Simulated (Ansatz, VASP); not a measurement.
One calculation of BaS, two programs

File INCAR:

```
ALGO = Normal
EDIFF = 1E-6
ENCUT = 500
GGA = PS
GGA_COMPAT = False
ISIF = 2
ISMEAR = 0
LASPH = True
LCHARG = True
LELF = True
LREAL = False
LVHAR = True
LWAVE = False
NBANDS = 15
NELM = 120
PREC = Accurate
SIGMA = 0.5
```

Contents of KPOINTS:

```
k-points
0
Gamma
  4 4 4
```

Contents of POSCAR:

```
BaS
1.0
    0.0000000000      3.5194117709      3.5194117709
    3.5194117709      0.0000000000      3.5194117709
    3.5194117709      3.5194117709      0.0000000000
Ba S
1 1
Direct
    0.0000000000      0.0000000000      0.0000000000
    0.2500000000      0.2500000000      0.2500000000
```

Input for Ansatz:

```yaml
crystal:
  lattice:
    - [0.0, 3.5194117709, 3.5194117709]
    - [3.5194117709, 0.0, 3.5194117709]
    - [3.5194117709, 3.5194117709, 0.0]
  atoms:
    - { symbol: Ba, position: [0.0, 0.0, 0.0] }
    - { symbol: S, position: [0.25, 0.25, 0.25] }
kpoints:
  mp_grid: { grid: [4, 4, 4] }
hamiltonian:
  xc: pbesol
scf:
  occupations: { method: gaussian, width: 0.5 }
  n_extra_bands: 4
output:
  forces: true
  stress: true
  eigenvalues: true
```

Alike in both runs: task single point; functional PBEsol; k mesh 4 × 4 × 4; occupations gaussian, width 0.5 eV; no spin polarisation.

|  | VASP | Ansatz |
| --- | --- | --- |
| version | VASP 6.6.1 | Ansatz 0.2.0 |
| potentials or method | VASP PAW PBE potentials, release 64 (Ba_sv, S) | plane waves |
| plane-wave cutoff (eV) | 500 | 420 |
| valence electrons in the cell | 16 | 16 |

|  | VASP | Ansatz | Ansatz less VASP |
| --- | --- | --- | --- |
| pressure (GPa) | -0.8 | -1.2 | -0.43 |

VASP's potentials were made for PBE, not for PBEsol. With one functional, cell and mesh, what is left measures potentials, basis and numerics.

Spin-orbit coupling is off throughout.
